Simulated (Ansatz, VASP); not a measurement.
Two plane-wave programs on MgO

```
CELL_PARAMETERS angstrom
0.00000 2.12671 2.12671
2.12671 0.00000 2.12671
2.12671 2.12671 0.00000
ATOMIC_POSITIONS crystal
Mg 0.00000 0.00000 0.00000
O 0.50000 0.50000 0.50000
```

Alike in both runs: task single point; functional PBE; k mesh 8 × 8 × 8; no spin polarisation.

|  | VASP | Ansatz |
| --- | --- | --- |
| version | VASP 6.6.1 | Ansatz 0.2.0 |
| potentials or method | VASP PAW PBE potentials, release 64 (Mg, O) | plane waves, PAW |
| plane-wave cutoff (eV) | 520 | 420 |
| occupations | gaussian, width 0.01 eV | fixed |
| valence electrons in the cell | 8 | 16 |

Ansatz gave:

- gap on the k mesh at the Fermi level (eV): 4.46
- pressure (GPa): 0.0

Question: What did VASP give for the same quantities?

Answer: gap on the k mesh at the Fermi level (eV): 4.45; pressure (GPa): -0.7.

VASP's potentials hold 8 valence electrons a cell and Ansatz's 16, so a difference there can come from the potentials and not from the codes.
